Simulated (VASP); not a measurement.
# AlN (lda) (F-43m) in VASP: further runs

AlN (lda) is run at these levels: LDA; tasks: single point, relaxation of cell and atoms.

All numbers are computed with VASP 6.6.1; they aren't measurements. Logs are shortened: lines on timing, memory, paths and dates and some standing lists are left out, and cuts for length are marked.

## 1. The cell of the first run

It takes space group F-43m (No. 216, cubic). The conventional cell has a = 4.380 Å, b = 4.380 Å, c = 4.380 Å, α = 90.00°, β = 90.00°, γ = 90.00°. Al (site symmetry -43m) has 4 N at 1.90 Å within 2.5 Å. N (site symmetry -43m) has 4 Al at 1.90 Å within 2.5 Å.

## 2. Single point, LDA

Input file INCAR:

```
SYSTEM = AlN
  PREC = Accurate
  ENCUT = 600
  EDIFF = 1E-6
  ISMEAR = 0
  SIGMA = 0.1
  LREAL = .False.
  LASPH = .True.
  NELM = 120
  ALGO = Normal
  ISIF = 2
  LWAVE = .False.
  LCHARG = .False.
  GGA = CA
  NBANDS = 11
  GGA_COMPAT = .False.
```

Input file KPOINTS:

```
regular mesh
0
Gamma
  8 8 8
  0 0 0
```

Input file POSCAR:

```
AlN
1.0
    0.0000000000      2.1900000000      2.1900000000
    2.1900000000      0.0000000000      2.1900000000
    2.1900000000      2.1900000000      0.0000000000
Al N
1 1
Direct
    0.0000000000      0.0000000000      0.0000000000
    0.2500000000      0.2500000000      0.2500000000
```

Potentials or basis: VASP PAW LDA potentials, release 64 (Al, N).

On the command line:

```sh
$ cat potpaw_LDA.64/Al/POTCAR potpaw_LDA.64/N/POTCAR > POTCAR
$ mpirun -np 1 vasp_std > vasp.out
```

OUTCAR:

```text
SYSTEM = AlN
   PREC = Accurate
   ENCUT = 600
   EDIFF = 1E-6
   ISMEAR = 0
   LREAL = .False.
   LASPH = .True.
   NELM = 120
   ISIF = 2
   GGA = CA

 ion  position               nearest neighbor table
   1  0.000  0.000  0.000-   2 1.90   2 1.90   2 1.90   2 1.90
   2  0.250  0.250  0.250-   1 1.90   1 1.90   1 1.90   1 1.90

  LATTYP: Found a face centered cubic cell.
 ALAT       =     4.3800000000

  Lattice vectors:

 A1 = (   0.0000000000,   2.1900000000,   2.1900000000)
 A2 = (   2.1900000000,   0.0000000000,   2.1900000000)
 A3 = (   2.1900000000,   2.1900000000,   0.0000000000)

Analysis of symmetry for initial positions (statically):
=====================================================================
 Subroutine PRICEL returns:
 Original cell was already a primitive cell.

 Routine SETGRP: Setting up the symmetry group for a
 face centered cubic supercell.

 Subroutine GETGRP returns: Found 24 space group operations
 (whereof 24 operations were pure point group operations)
 out of a pool of 48 trial point group operations.

The static configuration has the point symmetry T_d .

Analysis of symmetry for dynamics (positions and initial velocities):
=====================================================================
 Subroutine PRICEL returns:
 Original cell was already a primitive cell.

 Routine SETGRP: Setting up the symmetry group for a
 face centered cubic supercell.

 Subroutine GETGRP returns: Found 24 space group operations
 (whereof 24 operations were pure point group operations)
 out of a pool of 48 trial point group operations.

The dynamic configuration has the point symmetry T_d .

 Subroutine INISYM returns: Found 24 space group operations
 (whereof 24 operations are pure point group operations),
 and found     1 'primitive' translations

----------------------------------------------------------------------------------------

                                     Primitive cell

  volume of cell :      21.0069

  direct lattice vectors                    reciprocal lattice vectors
     0.000000000  2.190000000  2.190000000    -0.228310502  0.228310502  0.228310502
     2.190000000  0.000000000  2.190000000     0.228310502 -0.228310502  0.228310502
     2.190000000  2.190000000  0.000000000     0.228310502  0.228310502 -0.228310502

  length of vectors
     3.097127702  3.097127702  3.097127702     0.395445390  0.395445390  0.395445390

  position of ions in fractional coordinates (direct lattice)
     0.000000000  0.000000000  0.000000000
     0.250000000  0.250000000  0.250000000

  ion indices of the primitive-cell ions
   primitive index   ion index
                 1           1
                 2           2

----------------------------------------------------------------------------------------

 KPOINTS: regular mesh

Automatic generation of k-mesh.
 Grid dimensions read from file:
 generate k-points for:    8    8    8

 Generating k-lattice:

  Cartesian coordinates                     Fractional coordinates (reciprocal lattice)
    -0.028538813  0.028538813  0.028538813     0.125000000  0.000000000  0.000000000
     0.028538813 -0.028538813  0.028538813     0.000000000  0.125000000  0.000000000
     0.028538813  0.028538813 -0.028538813     0.000000000  0.000000000  0.125000000

  Length of vectors
     0.049430674  0.049430674  0.049430674

  Shift w.r.t. Gamma in fractional coordinates (k-lattice)
     0.000000000  0.000000000  0.000000000

 Subroutine IBZKPT returns following result:
 ===========================================

 Found     29 irreducible k-points:

 Following reciprocal coordinates:
            Coordinates               Weight
  0.000000  0.000000  0.000000      1.000000
  0.125000  0.000000  0.000000      8.000000
  0.250000  0.000000  0.000000      8.000000
  0.375000  0.000000  0.000000      8.000000
  0.500000  0.000000  0.000000      4.000000
  0.125000  0.125000  0.000000      6.000000
[... 16 lines left out ...]
  0.500000  0.250000  0.125000     48.000000
 -0.375000  0.250000  0.125000     24.000000
 [... further k-points ...]
   k-points           NKPTS =     29   k-points in BZ     NKDIM =     29   number of bands    NBANDS=     11
   number of dos      NEDOS =    301   number of ions     NIONS =      2
   total plane-waves  NPLWV =  21952
   dimension x,y,z NGX =    28 NGY =   28 NGZ =   28
   dimension x,y,z NGXF=    56 NGYF=   56 NGZF=   56
   ions per type =               1   1
   NGX,Y,Z   is equivalent  to a cutoff of  15.03, 15.03, 15.03 a.u.
   NGXF,Y,Z  is equivalent  to a cutoff of  30.06, 30.06, 30.06 a.u.
 SYSTEM =  AlN
   PREC   = accura    normal or accurate (medium, high low for compatibility)
   ISTART =      0    job   : 0-new  1-cont  2-samecut
   ICHARG =      2    charge: 1-file 2-atom 10-const
   ISPIN  =      1    spin polarized calculation?
   LNONCOLLINEAR =      F non collinear calculations
   LSORBIT =      F    spin-orbit coupling
[... 56 lines left out ...]
 fundamental gap:      3.2194518090
 Fermi energy:         6.0802152156

 k-point     1 :       0.0000    0.0000    0.0000
  band No.  band energies     occupation
      1      -9.1450      2.00000
      2       5.6304      2.00000
      3       5.6304      2.00000
      4       5.6304      2.00000
      5       9.7918      0.00000
      6      17.8842      0.00000
      7      17.8842      0.00000
      8      17.8842      0.00000
      9      23.0894      0.00000
     10      23.0894      0.00000
     11      24.4578      0.00000

 k-point     2 :       0.1250    0.0000    0.0000
  band No.  band energies     occupation
      1      -8.9150      2.00000
      2       4.4579      2.00000
      3       5.5509      2.00000
      4       5.5509      2.00000
      5      10.7121      0.00000
      6      17.3233      0.00000
      7      18.0557      0.00000
      8      18.0557      0.00000
      9      21.5619      0.00000
     10      21.5619      0.00000
     11      23.4091      0.00000

 k-point     3 :       0.2500    0.0000    0.0000
  band No.  band energies     occupation
      1      -8.2818      2.00000
      2       2.3784      2.00000
      3       5.3720      2.00000
      4       5.3720      2.00000
      5      11.9849      0.00000
      6      16.3497      0.00000
      7      17.6870      0.00000
      8      17.6870      0.00000
      9      21.6498      0.00000
     10      21.6498      0.00000
     11      22.5972      0.00000

 k-point     4 :       0.3750    0.0000    0.0000
  band No.  band energies     occupation
      1      -7.4744      2.00000
      2       0.5438      2.00000
      3       5.2093      2.00000
      4       5.2093      2.00000
      5      12.6535      0.00000
      6      15.6207      0.00000
      7      16.8737      0.00000
      8      16.8737      0.00000
      9      22.8442      0.00000
     10      23.6202      0.00000
     11      23.6202      0.00000

 k-point     5 :       0.5000    0.0000    0.0000
  band No.  band energies     occupation
      1      -7.0493      2.00000
      2      -0.2444      2.00000
      3       5.1460      2.00000
      4       5.1460      2.00000
      5      12.8246      0.00000
      6      15.3399      0.00000
      7      16.5428      0.00000
      8      16.5428      0.00000
      9      23.2631      0.00000
     10      25.3329      0.00000
     11      25.3329      0.00000
[... 211 lines left out ...]
 k-point    21 :       0.5000    0.5000    0.0000
  band No.  band energies     occupation
      1      -6.3966      2.00000
      2       0.7002      2.00000
      3       3.8460      2.00000
      4       3.8460      2.00000
      5       8.8498      0.00000
      6      13.9900      0.00000
      7      19.2724      0.00000
      8      21.0184      0.00000
      9      21.0184      0.00000
     10      28.8911      0.00000
     11      29.2115      0.00000

 k-point    22 :       0.3750    0.2500    0.1250
  band No.  band energies     occupation
      1      -7.7710      2.00000
      2       2.0766      2.00000
      3       4.1405      2.00000
      4       5.0225      2.00000
      5      12.3294      0.00000
      6      15.9260      0.00000
      7      16.2313      0.00000
      8      18.6367      0.00000
      9      19.9900      0.00000
     10      24.4268      0.00000
     11      26.9931      0.00000

 k-point    23 :       0.5000    0.2500    0.1250
  band No.  band energies     occupation
      1      -7.0721      2.00000
      2       1.0008      2.00000
      3       3.5460      2.00000
      4       4.6912      2.00000
      5      12.5486      0.00000
      6      15.0608      0.00000
      7      16.9006      0.00000
      8      18.2585      0.00000
      9      21.3554      0.00000
     10      24.9149      0.00000
     11      27.0964      0.00000

 k-point    24 :      -0.3750    0.2500    0.1250
  band No.  band energies     occupation
      1      -6.7215      2.00000
      2       0.4675      2.00000
      3       3.3925      2.00000
      4       4.5033      2.00000
      5      12.5989      0.00000
      6      14.6796      0.00000
      7      17.5387      0.00000
      8      18.0561      0.00000
      9      22.4530      0.00000
     10      24.0909      0.00000
     11      27.3295      0.00000

 [... further k-points ...]
[... 5 lines left out ...]
  --------------------------------------------------------------------------------------
  -------------------------------------------------------------------------------------
  Total       -0.6201758     -0.6201758     -0.6201758      0.0000000      0.0000000      0.0000000
  in kB      -47.3002091    -47.3002091    -47.3002091      0.0000000      0.0000000      0.0000000
  external PRESSURE =     -47.3002091 kB  Pullay stress =       0.0000000 kB

 VOLUME and BASIS-vectors are now :
 -----------------------------------------------------------------------------
  energy-cutoff  :      600.00
  volume of cell :       21.01
      direct lattice vectors                 reciprocal lattice vectors
     0.000000000  2.190000000  2.190000000    -0.228310502  0.228310502  0.228310502
     2.190000000  0.000000000  2.190000000     0.228310502 -0.228310502  0.228310502
     2.190000000  2.190000000  0.000000000     0.228310502  0.228310502 -0.228310502

 POSITION                                       TOTAL-FORCE (eV/Angst)
 -----------------------------------------------------------------------------------
      0.00000      0.00000      0.00000        -0.000000      0.000000      0.000000
      1.09500      1.09500      1.09500         0.000000     -0.000000     -0.000000
 -----------------------------------------------------------------------------------
    total drift:                               -0.000000     -0.000000     -0.000000

  FREE ENERGIE OF THE ION-ELECTRON SYSTEM (eV)
  ---------------------------------------------------
  free  energy   TOTEN  =       -16.3693052642 eV

  energy  without entropy=      -16.3693052642  energy(sigma->0) =      -16.36930526
```

It took 8.2 s on 1 thread of Intel Xeon Platinum 8259CL at 2.50GHz (Skylake/Cascade Lake), shared host; peak memory 0.14 GiB.

What came out:

```
Free energy            : -16.3693 eV
Pressure               : -4.7 GPa
Band gap on the k mesh : 3.22 eV, indirect (least direct gap 4.16 eV)
```

Levels at points of the mesh, in eV from the valence-band top:
```
           k point  band 1  band 2  band 3  band 4  band 5  band 6  band 7  band 8
(0.00, 0.00, 0.00)  -14.78    0.00    0.00    0.00    4.16   12.25   12.25   12.25
(0.50, 0.00, 0.00)  -12.68   -5.87   -0.48   -0.48    7.19    9.71   10.91   10.91
(0.50, 0.50, 0.00)  -12.03   -4.93   -1.78   -1.78    3.22    8.36   13.64   15.39
```

## 3. Single point, LDA

This run uses another cell than the first one, of 10.23 Å³/atom, 0.974 times its volume.

Input file INCAR:

```
SYSTEM = AlN
PREC = Accurate
ENCUT = 600
EDIFF = 1E-6
ISMEAR = 0
SIGMA = 0.02
LREAL = .FALSE.
LASPH = .TRUE.
NELM = 120
ALGO = Normal
ISIF = 2
LWAVE = .FALSE.
LCHARG = .FALSE.
NBANDS = 11
GGA_COMPAT = .FALSE.
```

Input file KPOINTS:

```
Automatic mesh
0
G
  10 10 10
  0 0 0
```

Input file POSCAR:

```
AlN
1.0
    0.0000000000      2.1711479203      2.1711479203
    2.1711479203      0.0000000000      2.1711479203
    2.1711479203      2.1711479203      0.0000000000
Al N
1 1
Direct
    0.0000000000      0.0000000000      0.0000000000
    0.2500000000      0.2500000000      0.2500000000
```

Potentials or basis: VASP PAW LDA potentials, release 64 (Al, N).

On the command line:

```sh
$ cat potpaw_LDA.64/Al/POTCAR potpaw_LDA.64/N/POTCAR > POTCAR
$ mpirun -np 1 vasp_std > vasp.out
```

Run time: 14 s. Hardware: 1 thread of Intel Xeon Platinum 8259CL at 2.50GHz (Skylake/Cascade Lake), shared host; peak memory 0.13 GiB.

The run converged. Its results:

* Free energy: -16.3760 eV
* Pressure: 0.5 GPa
* Band gap on the k mesh: 3.23 eV, indirect (least direct gap 4.39 eV)

Levels at points of the mesh, in eV from the valence-band top:
```csv
k point,band 1,band 2,band 3,band 4,band 5,band 6,band 7,band 8,band 9
"(0.00, 0.00, 0.00)",-14.93,0.00,0.00,0.00,4.39,12.51,12.51,12.51,17.66
"(0.50, 0.00, 0.00)",-12.75,-5.98,-0.49,-0.49,7.43,9.89,11.07,11.07,17.97
"(0.50, 0.50, 0.00)",-12.08,-5.01,-1.81,-1.81,3.23,8.52,13.99,15.71,15.71
```

## 4. Single point, LDA

This run uses another cell than the first one, of 10.23 Å³/atom, 0.974 times its volume.

Input file INCAR:

```
SYSTEM = AlN
ALGO     = Normal         ! electronic algorithm
EDIFF    = 1E-6           ! SCF threshold, eV
ENCUT    = 600            ! plane-wave cutoff, eV
GGA      = CA             ! functional
GGA_COMPAT= .False.      
ISIF     = 2              ! what is computed and relaxed
ISMEAR   = 0              ! smearing method
LASPH    = .True.         ! aspherical terms in the spheres
LCHARG   = .False.        ! write CHGCAR
LREAL    = .False.        ! projectors in reciprocal space
LWAVE    = .False.        ! write WAVECAR
NBANDS   = 11             ! bands
NELM     = 120            ! most SCF steps
PREC     = Accurate       ! precision mode
SIGMA    = 0.02           ! smearing width, eV
```

Input file KPOINTS:

```
k-points
0
Gamma
  10 10 10
  0 0 0
```

POSCAR is that of step 3.

On the command line:

```sh
$ cat potpaw_LDA.64/Al/POTCAR potpaw_LDA.64/N/POTCAR > POTCAR
$ mpirun -np 1 vasp_std > vasp.out
```

It took 13 s on 1 thread of Intel Xeon Platinum 8259CL at 2.50GHz (Skylake/Cascade Lake), shared host; peak memory 0.13 GiB.

It converged, with:

```yaml
Free_energy: -16.3760 eV
Pressure: 0.5 GPa
Band_gap_on_the_k_mesh: 3.23 eV, indirect (least direct gap 4.39 eV)
```

Levels at points of the mesh, in eV from the valence-band top:
```tsv
k point	band 2	band 3	band 4	band 5	band 6	band 7
(0.00, 0.00, 0.00)	0.00	0.00	0.00	4.39	12.51	12.51
(0.50, 0.00, 0.00)	-5.98	-0.49	-0.49	7.43	9.89	11.07
(0.50, 0.50, 0.00)	-5.01	-1.81	-1.81	3.23	8.52	13.99
```

## 5. Relaxation of cell and atoms, LDA

Input file INCAR:

```
PREC     = Accurate       # precision mode
ENCUT    = 600            # plane-wave cutoff, eV
EDIFF    = 1E-7           # SCF threshold, eV
ISMEAR   = 0              # smearing method
SIGMA    = 0.02           # smearing width, eV
LREAL    = F              # projectors in reciprocal space
LASPH    = T              # aspherical terms in the spheres
NELM     = 120            # most SCF steps
ALGO     = Normal         # electronic algorithm
ISIF     = 3              # what is computed and relaxed
LWAVE    = F              # write WAVECAR
LCHARG   = F              # write CHGCAR
GGA      = CA             # functional
IBRION   = 2              # ionic algorithm
NSW      = 100            # ionic steps
EDIFFG   = -0.002         # ionic threshold
GGA_COMPAT= F            
NELMIN   = 4
```

Input file KPOINTS:

```
Automatic mesh
0
Gamma
  10 10 10
```

Input file POSCAR:

```
AlN
1.0
    0.0000000000      2.1900000000      2.1900000000
    2.1900000000      0.0000000000      2.1900000000
    2.1900000000      2.1900000000      0.0000000000
Al N
1 1
Direct
    0.0000000000      0.0000000000      0.0000000000
    0.2500000000      0.2500000000      0.2500000000
```

On the command line:

```sh
$ cat potpaw_LDA.64/Al/POTCAR potpaw_LDA.64/N/POTCAR > POTCAR
$ mpirun -np 1 vasp_std > vasp.out
```

Wall time 20 s (1 thread of Intel Xeon Platinum 8259CL at 2.50GHz (Skylake/Cascade Lake), shared host); peak memory 0.14 GiB.

It converged, with:

```yaml
Free_energy: -16.3768 eV
Relaxed_volume: 10.26 Å³/atom
Relaxed_cell: a = 3.073 Å, b = 3.073 Å, c = 3.073 Å, α = 60.00°, β = 60.00°, γ = 60.00°
Space_group_after_relaxing_to_0.05_Å: F-43m (No. 216)
Energy_gained_by_relaxing: 3.7 meV/atom
Ionic_steps: 3
Pressure_after_relaxing: 0.0 GPa
Band_gap_on_the_k_mesh: 3.23 eV, indirect (least direct gap 4.37 eV)
```

The path:
```
step  energy change (eV)  largest force (eV/Å)  pressure (GPa)  volume (Å³)
   1              0.0000                0.0000           -4.73        21.01
   2             -0.0008                0.0000            4.79        20.08
   3             -0.0073                0.0000           -0.03        20.52
```

Final structure:
```
Al N
1.0
     0.00000    2.17301    2.17301
     2.17301    0.00000    2.17301
     2.17301    2.17301    0.00000
Al N
1 1
Cartesian
  0.0000 0.0000 0.0000
  1.0865 1.0865 1.0865
```

Levels at points of the mesh, in eV from the valence-band top:
```
           k point  band 1  band 2  band 3  band 4  band 5  band 6  band 7  band 8
(0.00, 0.00, 0.00)  -14.91    0.00    0.00    0.00    4.37   12.48   12.48   12.48
(0.50, 0.00, 0.00)  -12.75   -5.97   -0.49   -0.49    7.41    9.87   11.06   11.06
(0.50, 0.50, 0.00)  -12.07   -5.00   -1.81   -1.81    3.23    8.50   13.96   15.68
```

## 6. Summary

| task | cell | k mesh | smearing | gap on the mesh (eV) | pressure (GPa) |
| --- | --- | --- | --- | --- | --- |
| single point | a = 3.097 Å, angles 60.0°, 2 atoms | 8 × 8 × 8 | gaussian 0.1 eV | 3.22 | -4.7 |
| single point | a = 3.070 Å, angles 60.0°, 2 atoms | 10 × 10 × 10 | gaussian 0.02 eV | 3.23 | 0.5 |
| relaxation of cell and atoms | relaxed from a = 3.097 Å, angles 60.0°, 2 atoms | 10 × 10 × 10 | gaussian 0.02 eV | 3.23 | 0.0 |

Alike in all rows: level LDA; potentials or basis VASP PAW LDA potentials, release 64 (Al, N); no spin polarisation; cutoff (eV) 600.

Absolute energies hang on the potentials; compare differences alone.
